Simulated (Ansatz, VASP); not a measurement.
# Two plane-wave programs on SiC

```
Si C
1.0
    -3.09177    0.00000    0.00000
     1.54588   -2.67755    0.00000
    -4.25133    2.45451   10.14804
Si C
4 4
Direct
  0.83611 0.16389 0.90603
  0.29446 0.70554 0.40603
  0.19030 0.80970 0.15603
  0.73195 0.26805 0.65603
  0.58053 0.41947 0.09397
  0.12218 0.87782 0.59397
  0.01802 0.98198 0.34397
  0.55967 0.44033 0.84397
```

Alike in both runs: task single point; functional PBE; k mesh 10 × 10 × 3; occupations gaussian, width 0.05 eV; no spin polarisation.

```csv
,VASP,Ansatz
version,VASP 6.6.1,Ansatz 0.2.0
potentials or method,"VASP PAW PBE potentials, release 64 (Si, C), cutoff 520 eV","scalar-relativistic, plane waves, PAW"
valence electrons in the cell,32,32
```

|  | VASP | Ansatz | Ansatz less VASP |
| --- | --- | --- | --- |
| gap on the k mesh at the Fermi level (eV) | 2.13 | 2.14 | +0.004 |
| least direct gap on the mesh (eV) | 3.81 | 3.82 | +0.004 |
| pressure (GPa) | -0.4 | -0.3 | +0.04 |
| traceless stress, the component that is largest in VASP (GPa) | -5.51 | -5.50 | +0.014 |
| rms of the force components (eV/Å) | 0.339 | 0.339 | -0.0003 |

Atom by atom the forces differ by 0.001 eV/Å (rms over components).
